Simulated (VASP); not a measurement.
# LiTaBe2N3 (P6mm) in VASP: single point with PBE

Aim: the single point of LiTaBe2N3 with PBE.

Program: VASP 6.6.1. These are calculated values, not measurements. Logs are shortened: lines on timing, memory, paths and dates and some standing lists are left out, and cuts for length are marked.

## 1. The cell of the first run

It takes space group P6mm (No. 183, hexagonal). The conventional cell has a = 3.345 Å, b = 3.345 Å, c = 7.133 Å, α = 90.00°, β = 90.00°, γ = 120.00°. Within 2.7 Å of Li (site symmetry 6mm) lie 7 N at 2.02 to 2.40 Å and 1 Ta at 2.61 Å. Within 3.0 Å of Ta (site symmetry 6mm) lie 7 N at 2.26 to 2.50 Å and 1 Li at 2.61 Å and 6 Be at 2.73 Å. Within 2.6 Å of Be (site symmetry 3m) lie 3 Be at 1.93 Å and 3 N at 2.01 Å. N (site symmetry 3m) has 3 N at 1.93 Å and 3 Ta at 2.26 Å and 3 Li at 2.40 Å within 2.6 Å. N (site symmetry 6mm) has 6 Be at 2.01 Å and 1 Li at 2.02 Å and 1 Ta at 2.50 Å within 2.7 Å.

The cell was generated, and may not be a known phase.

## 2. Single point, PBE

The input, INCAR:

```
  ALGO = Normal
  EDIFF = 1E-6
  ENCUT = 750
  GGA = PE
  GGA_COMPAT = F
  ISIF = 2
  ISMEAR = 0
  LASPH = T
  LCHARG = T
  LELF = T
  LREAL = F
  LVHAR = T
  LWAVE = F
  NBANDS = 26
  NELM = 120
  PREC = Accurate
  SIGMA = 0.15
```

The input, KPOINTS:

```
k-points
0
Gamma
  4 4 2
```

The input, POSCAR:

```
LiTaBe2N3
1.0
    3.3446801387      0.0000000000      0.0000000000
   -1.6723400694      2.8965779677      0.0000000000
    0.0000000000      0.0000000000      7.1325633185
Li Ta Be N
1 1 2 3
Direct
    0.0000000000      0.0000000000      0.5693173695
    0.0000000000      0.0000000000     -0.0649425334
    0.3333333333      0.6666666667      0.2062106659
    0.6666666667      0.3333333333      0.2062106659
    0.3333333333      0.6666666667      0.7693951122
    0.6666666667      0.3333333333      0.7693951122
    0.0000000000      0.0000000000      0.2854296577
```

Potentials or basis: VASP PAW PBE potentials, release 64 (Li_sv, Ta_pv, Be, N).

The run is started by

```sh
> cat potpaw_PBE.64/Li_sv/POTCAR potpaw_PBE.64/Ta_pv/POTCAR potpaw_PBE.64/Be/POTCAR potpaw_PBE.64/N/POTCAR > POTCAR
> mpirun -np 1 vasp_std > vasp.out
```

OUTCAR:

```text
EDIFF = 1E-6
   ENCUT = 750
   GGA = PE
   ISIF = 2
   ISMEAR = 0
   LASPH = T
   LREAL = F
   NELM = 120
   PREC = Accurate

 ion  position               nearest neighbor table
   1  0.000  0.000  0.569-   7 2.02   2 2.61
   2  0.000  0.000  0.935-   5 2.26   6 2.26   6 2.26   5 2.26   6 2.26   5 2.26   7 2.50   1 2.61
                             4 2.73   3 2.73   3 2.73   4 2.73   4 2.73   3 2.73
   3  0.333  0.667  0.206-   4 1.93   4 1.93   4 1.93   7 2.01   7 2.01   7 2.01   2 2.73   2 2.73
                             2 2.73
   4  0.667  0.333  0.206-   3 1.93   3 1.93   3 1.93   7 2.01   7 2.01   7 2.01   2 2.73   2 2.73
                             2 2.73
   5  0.333  0.667  0.769-   2 2.26   2 2.26   2 2.26
   6  0.667  0.333  0.769-   2 2.26   2 2.26   2 2.26
   7  0.000  0.000  0.285-   3 2.01   4 2.01   4 2.01   3 2.01   4 2.01   3 2.01   1 2.02   2 2.50

  LATTYP: Found a hexagonal cell.
 ALAT       =     3.3446801387
 C/A-ratio  =     2.1325098433

  Lattice vectors:

 A1 = (   3.3446801387,   0.0000000000,   0.0000000000)
 A2 = (  -1.6723400694,   2.8965779677,   0.0000000000)
 A3 = (   0.0000000000,   0.0000000000,   7.1325633185)

Analysis of symmetry for initial positions (statically):
=====================================================================
 Subroutine PRICEL returns:
 Original cell was already a primitive cell.

 Routine SETGRP: Setting up the symmetry group for a
 hexagonal supercell.

 Subroutine GETGRP returns: Found 12 space group operations
 (whereof 12 operations were pure point group operations)
 out of a pool of 24 trial point group operations.

The static configuration has the point symmetry C_6v.

Analysis of symmetry for dynamics (positions and initial velocities):
=====================================================================
 Subroutine PRICEL returns:
 Original cell was already a primitive cell.

 Routine SETGRP: Setting up the symmetry group for a
 hexagonal supercell.

 Subroutine GETGRP returns: Found 12 space group operations
 (whereof 12 operations were pure point group operations)
 out of a pool of 24 trial point group operations.

The dynamic configuration has the point symmetry C_6v.

 Subroutine INISYM returns: Found 12 space group operations
 (whereof 12 operations are pure point group operations),
 and found     1 'primitive' translations

----------------------------------------------------------------------------------------

                                     Primitive cell

  volume of cell :      69.1012

  direct lattice vectors                    reciprocal lattice vectors
     3.344680139  0.000000000  0.000000000     0.298982252  0.172617484  0.000000000
    -1.672340069  2.896577968  0.000000000     0.000000000  0.345234967  0.000000000
     0.000000000  0.000000000  7.132563318     0.000000000  0.000000000  0.140202050

  length of vectors
     3.344680139  3.344680139  7.132563318     0.345234967  0.345234967  0.140202050

  position of ions in fractional coordinates (direct lattice)
     0.000000000  0.000000000  0.569317369
     0.000000000  0.000000000  0.935057467
     0.333333333  0.666666667  0.206210666
     0.666666667  0.333333333  0.206210666
     0.333333333  0.666666667  0.769395112
     0.666666667  0.333333333  0.769395112
     0.000000000  0.000000000  0.285429658

  ion indices of the primitive-cell ions
   primitive index   ion index
                 1           1
                 2           2
                 3           3
                 4           4
                 5           5
                 6           6
                 7           7

----------------------------------------------------------------------------------------

 KPOINTS: k-points

Automatic generation of k-mesh.
 Grid dimensions read from file:
 generate k-points for:    4    4    2

 Generating k-lattice:

  Cartesian coordinates                     Fractional coordinates (reciprocal lattice)
     0.074745563  0.043154371  0.000000000     0.250000000 -0.000000000  0.000000000
     0.000000000  0.086308742  0.000000000     0.000000000  0.250000000  0.000000000
     0.000000000  0.000000000  0.070101025     0.000000000  0.000000000  0.500000000

  Length of vectors
     0.086308742  0.086308742  0.070101025

  Shift w.r.t. Gamma in fractional coordinates (k-lattice)
     0.000000000  0.000000000  0.000000000

 Subroutine IBZKPT returns following result:
 ===========================================

 Found      8 irreducible k-points:

 Following reciprocal coordinates:
            Coordinates               Weight
  0.000000  0.000000  0.000000      1.000000
  0.250000  0.000000  0.000000      6.000000
  0.500000  0.000000  0.000000      3.000000
  0.250000  0.250000  0.000000      6.000000
  0.000000  0.000000  0.500000      1.000000
  0.250000  0.000000  0.500000      6.000000
  0.500000  0.000000  0.500000      3.000000
  0.250000  0.250000  0.500000      6.000000
   k-points           NKPTS =      8   k-points in BZ     NKDIM =      8   number of bands    NBANDS=     26
   number of dos      NEDOS =    301   number of ions     NIONS =      7
   total plane-waves  NPLWV =  57600
   dimension x,y,z NGX =    30 NGY =   30 NGZ =   64
   dimension x,y,z NGXF=    60 NGYF=   60 NGZF=  128
   ions per type =               1   1   2   3
   NGX,Y,Z   is equivalent  to a cutoff of  14.91, 14.91, 14.92 a.u.
   NGXF,Y,Z  is equivalent  to a cutoff of  29.82, 29.82, 29.83 a.u.
 SYSTEM =  unknown system
   PREC   = accura    normal or accurate (medium, high low for compatibility)
   ISTART =      0    job   : 0-new  1-cont  2-samecut
   ICHARG =      2    charge: 1-file 2-atom 10-const
   ISPIN  =      1    spin polarized calculation?
   LNONCOLLINEAR =      F non collinear calculations
   LSORBIT =      F    spin-orbit coupling
   LASPH  =      T    aspherical Exc in radial PAW
   ENCUT  =  750.0 eV  55.12 Ry    7.42 a.u.   7.47  7.47 15.93*2*pi/ulx,y,z
   NELM   =    120;   NELMIN=  2; NELMDL= -5     # of ELM steps
   EDIFF  = 0.1E-05   stopping-criterion for ELM
   LREAL  =      F    real-space projection
   EDIFFG = 0.1E-04   stopping-criterion for IOM
   NSW    =      0    number of steps for IOM
   IBRION =     -1    ionic relax: 0-MD 1-quasi-New 2-CG
   NFREE  =      0    steps in history (QN), initial steepest desc. (CG)
   ISIF   =      2    stress and relaxation
   ISYM   =      2    0-nonsym 1-usesym 2-fastsym
   POTIM  = 0.5000    time-step for ionic-motion
   TEBEG  =    0.0;   TEEND  =   0.0 temperature during run
   PSTRESS=    0.0 pullay stress
   NELECT =      33.0000    total number of electrons
   NUPDOWN=      -1.0000    fix difference up-down
   EMIN   =  10.00;   EMAX   =-10.00  energy-range for DOS
   EFERMI =   0.00;   METHOD = LEGACY
   ISMEAR =     0;   SIGMA  =   0.15  broadening in eV -4-tet -1-fermi 0-gaus
   EFERMI_NEDOS =   21; number of points for ismear=-14 and -15
   IALGO  =     38    algorithm
   IMIX   =      4    mixing-type and parameters
     AMIX     =   0.40;   BMIX     =  1.00
     AMIX_MAG =   1.60;   BMIX_MAG =  1.00
  volume/ion in A,a.u.               =       9.87        66.62
  Fermi-wavevector in a.u.,A,eV,Ry     =   1.279630  2.418150 22.278891  1.637452
  Thomas-Fermi vector in A             =   2.412104
   LORBIT       =      0    0 simple, 1 ext, 2 COOP (PROOUT), +10 PAW based schemes
   GGA     = PE    functional components
   LHFCALC =     F    Hartree Fock is set to
   AEXX    =    0.0000 exact exchange contribution
   IVDW    =     0    specifies the selected vdW correction
   LEPSILON=     F    determine dielectric tensor
   LRPA    =     F    only Hartree local field effects (RPA)
 non-spin polarized calculation
 Gauss-broadening in eV      SIGMA  =   0.15
  energy-cutoff  :      750.00
  volume of cell :       69.10
 maximum number of plane-waves:      3277
 NGX is ok and might be reduce to    30
   NGX = 15   NGY = 15   NGZ = 31

 number of electron      32.9999997 magnetization

 Free energy of the ion-electron system (eV)
  ---------------------------------------------------
  ext. energy  EPLUGINS =         0.00000000
  ---------------------------------------------------
  free energy    TOTEN  =       -42.48455008 eV

  energy without entropy =      -42.43295337  energy(sigma->0) =      -42.45875173

 E-fermi :   5.9398     XC(G=0): -10.9293

 val. band max:        5.9378676589   @ k =   0.2500   0.0000   0.5000
 cond. band min:       6.0571778545   @ k =   0.2500   0.0000   0.5000
 fundamental gap:      0.1193101957
 Fermi energy:         5.9397669166

 k-point     1 :       0.0000    0.0000    0.0000
  band No.  band energies     occupation
      1     -40.3301      2.00000
      2     -29.4910      2.00000
      3     -29.1328      2.00000
      4     -29.1328      2.00000
      5     -12.3507      2.00000
      6     -10.7051      2.00000
[... 18 lines left out ...]
     25      10.5196      0.00000
     26      11.0351      0.00000

 k-point     2 :       0.2500    0.0000    0.0000
  band No.  band energies     occupation
      1     -40.3278      2.00000
      2     -29.4619      2.00000
      3     -29.2905      2.00000
      4     -29.1685      2.00000
      5     -11.5898      2.00000
      6     -10.3570      2.00000
[... 18 lines left out ...]
     25      11.0953      0.00000
     26      11.4340      0.00000

 k-point     3 :       0.5000    0.0000    0.0000
  band No.  band energies     occupation
      1     -40.3254      2.00000
      2     -29.4482      2.00000
      3     -29.4274      2.00000
      4     -29.2039      2.00000
      5     -10.2162      2.00000
      6      -9.9601      2.00000
[... 108 lines left out ...]
 k-point     7 :       0.5000    0.0000    0.5000
  band No.  band energies     occupation
      1     -40.3254      2.00000
      2     -29.4482      2.00000
      3     -29.4273      2.00000
      4     -29.2039      2.00000
      5     -10.2169      2.00000
      6      -9.9617      2.00000
[... 18 lines left out ...]
     25      11.9417      0.00000
     26      12.3535      0.00000

 k-point     8 :       0.2500    0.2500    0.5000
  band No.  band energies     occupation
      1     -40.3254      2.00000
      2     -29.4308      2.00000
      3     -29.3848      2.00000
      4     -29.2660      2.00000
      5     -10.3438      2.00000
      6      -9.9464      2.00000
[... 18 lines left out ...]
     25      12.1817      0.00000
     26      12.4592      0.00000

------------------------ aborting loop because EDIFF is reached ----------------------------------------

  FORCE on cell =-STRESS in cart. coord.  units (eV):
  Direction    XX          YY          ZZ          XY          YZ          ZX
  --------------------------------------------------------------------------------------
  -------------------------------------------------------------------------------------
  Total       -0.0542008     -0.0542008     -0.2772455      0.0000000     -0.0000000      0.0000000
  in kB       -1.2566977     -1.2566977     -6.4282038      0.0000000     -0.0000000      0.0000000
  external PRESSURE =      -2.9805331 kB  Pullay stress =       0.0000000 kB

 VOLUME and BASIS-vectors are now :
 -----------------------------------------------------------------------------
  energy-cutoff  :      750.00
  volume of cell :       69.10
      direct lattice vectors                 reciprocal lattice vectors
     3.344680139  0.000000000  0.000000000     0.298982252  0.172617484  0.000000000
    -1.672340069  2.896577968  0.000000000     0.000000000  0.345234967  0.000000000
     0.000000000  0.000000000  7.132563318     0.000000000  0.000000000  0.140202050

 POSITION                                       TOTAL-FORCE (eV/Angst)
 -----------------------------------------------------------------------------------
      0.00000      0.00000      4.06069         0.000000      0.000000     -0.073179
      0.00000      0.00000      6.66936         0.000000      0.000000     -0.013010
     -0.00000      1.93105      1.47081         0.000000      0.000000      0.055190
      1.67234      0.96553      1.47081         0.000000      0.000000      0.055190
     -0.00000      1.93105      5.48776         0.000000     -0.000000     -0.007680
      1.67234      0.96553      5.48776        -0.000000      0.000000     -0.007680
      0.00000      0.00000      2.03585        -0.000000     -0.000000     -0.008832
 -----------------------------------------------------------------------------------
    total drift:                               -0.000000     -0.000000      0.000823

  FREE ENERGIE OF THE ION-ELECTRON SYSTEM (eV)
  ---------------------------------------------------
  free  energy   TOTEN  =       -42.4845500808 eV

  energy  without entropy=      -42.4329533739  energy(sigma->0) =      -42.45875173
```

Wall time 36 s (1 thread of AMD EPYC 7R43 (Zen 3), shared host); peak memory 0.2 GiB.

What came out:

| Quantity | Value |
| --- | --- |
| Free energy | -42.4846 eV |
| Pressure | -0.3 GPa |
| Largest force | 0.073 eV/Å |
| Band gap on the k mesh | zero (an odd number of electrons rules out a gap without spin polarisation) |

Forces on the atoms (eV/Å):
```
Li   0.000  0.000 -0.073
Ta   0.000  0.000 -0.013
Be   0.000  0.000  0.055
Be   0.000  0.000  0.055
N    0.000  0.000 -0.008
N    0.000  0.000 -0.008
N    0.000  0.000 -0.009
```

Levels at points of the mesh, in eV from the Fermi level:
```tsv
k point	band 13	band 14	band 15	band 16	band 17	band 18	band 19	band 20
(0.00, 0.00, 0.00)	-4.32	-2.23	-1.87	-1.87	0.22	0.22	0.22	1.28
(0.50, 0.00, 0.00)	-4.36	-3.16	-2.78	-0.16	0.98	1.79	2.02	2.33
(0.00, 0.00, 0.50)	-4.34	-1.83	-1.83	-1.41	0.19	0.19	0.23	0.47
(0.50, 0.00, 0.50)	-4.09	-3.30	-3.19	0.18	0.98	1.72	2.00	2.12
```

Caveat: the k points lie up to 0.54 Å⁻¹ apart, too coarse for converged energies and pressures of a metal; spin-orbit coupling is left out, which moves the levels of the heavy elements.

The gap in the log of VASP goes by the Fermi energy; the results here count the filled bands.